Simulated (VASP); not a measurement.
Runs of VASP 6.6.1 on SnSe2. The structure is that of space group P-3m1 (No. 164), or close to it. The cells are those of the table. 

```tsv
task	cell	k mesh	cutoff (eV)	smearing	gap on the mesh (eV)	pressure (GPa)	largest force (eV/Å)
relaxation of cell and atoms	relaxed to 25.8 GPa from a = 3.573, b = 3.573, c = 5.172 Å, angles 90.0, 90.0, 120.0°, 3 atoms	15 × 15 × 8	600	fermi-dirac 0.1 eV	none	25.8	-
single point	a = 3.571, b = 3.571, c = 5.154 Å, angles 90.0, 90.0, 120.0°, 3 atoms	15 × 15 × 8	520	fermi-dirac 0.1 eV	none	26.0	0.03
single point	a = 3.811, b = 3.811, c = 6.136 Å, angles 90.0, 90.0, 120.0°, 3 atoms	6 × 6 × 4	520	gaussian 0.1 eV	(c)	3.3	0.81
relaxation of cell and atoms	relaxed to 10 GPa from a = 3.727, b = 3.727, c = 5.391 Å, angles 90.0, 90.0, 120.0°, 3 atoms	15 × 15 × 8	600	fermi-dirac 0.1 eV	none	10.0	-
single point	a = 3.838, b = 3.838, c = 6.015 Å, angles 90.0, 90.0, 120.0°, 3 atoms	9 × 9 × 6	520	gaussian 0.02 eV	0.38	0.1	0.01
single point	a = 3.766, b = 3.766, c = 5.497 Å, angles 90.0, 90.0, 120.0°, 3 atoms	12 × 12 × 6	520	gaussian 0.02 eV	none	(a)	0.02
relaxation of cell and atoms	relaxed from a = 3.838, b = 3.838, c = 6.015 Å, angles 90.0, 90.0, 120.0°, 3 atoms	12 × 12 × 6	600	gaussian 0.01 eV	0.34	0.0	-
single point	a = 3.839, b = 3.839, c = 6.028 Å, angles 90.0, 90.0, 120.0°, 3 atoms	6 × 6 × 4	520	gaussian 0.1 eV	0.65	0.0	-
single point	a = 3.787, b = 3.787, c = 5.623 Å, angles 90.0, 90.0, 120.0°, 3 atoms	12 × 12 × 6	520	gaussian 0.02 eV	none	4.1	0.01
single point	a = 3.840, b = 3.840, c = 6.010 Å, angles 90.0, 90.0, 120.0°, 3 atoms	12 × 12 × 6	520	gaussian 0.01 eV	0.34	0.1	0.01
single point	a = 3.782, b = 3.782, c = 5.532 Å, angles 90.0, 90.0, 120.0°, 3 atoms	12 × 12 × 8	520	fermi-dirac 0.1 eV	none	(d)	0.02
single point	a = 3.838, b = 3.838, c = 6.015 Å, angles 90.0, 90.0, 120.0°, 3 atoms	12 × 12 × 6	520	gaussian 0.02 eV	(b)	0.1	0.01
```

Alike in all rows: level PBE+D3(BJ); potentials or basis VASP PAW PBE potentials, release 64 (Sn_d, Se); no spin polarisation.

Fill in the values left out.

(a) 6.4; (b) 0.35; (c) 0.82; (d) 5.2.

Caveats: spin-orbit coupling is left out, which moves the levels of the heavy elements; pairwise dispersion overbinds metals, which lowers pressure and volume (some runs); the cell is relaxed towards a set pressure, so the enthalpy falls and the energy may rise (some runs).

A k mesh can miss the band edges, and the runs leave out spin-orbit coupling on Se, Sn.

A gap of «none» marks levels without a gap at the run's occupations.
